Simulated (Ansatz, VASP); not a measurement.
**One calculation of NaCl, two programs**

```
CELL_PARAMETERS angstrom
4.83344 0.00000 0.00000
-2.41672 4.08857 0.00000
0.00000 0.00000 5.56949
ATOMIC_POSITIONS crystal
Na 0.33228 0.66456 0.93750
Na 0.66772 0.33544 0.43750
Cl 0.33080 0.66160 0.43750
Cl 0.66920 0.33840 0.93750
```

Change from the starting cell: uniaxial_x strain +2.4%.

Alike in both runs: task single point; functional r2SCAN; k mesh 6 × 6 × 6; no spin polarisation.

```csv
,VASP,Ansatz
version,VASP 6.6.1,Ansatz 0.2.0
potentials or method,"VASP PAW PBE potentials, release 64 (Na_pv, Cl)","plane waves, PAW"
plane-wave cutoff (eV),520,500
occupations,"gaussian, width 0.01 eV",fixed
valence electrons in the cell,28,32
```

```csv
,VASP,Ansatz,Ansatz less VASP
gap on the k mesh at the Fermi level (eV),5.43,5.42,-0.013
pressure (GPa),-0.6,-0.4,+0.22
"traceless stress, the component that is largest in VASP (GPa)",0.23,0.24,+0.005
```

VASP's potentials were made for PBE, not for r2SCAN. VASP's potentials hold 28 valence electrons a cell and Ansatz's 32, so a difference there can come from the potentials and not from the codes.
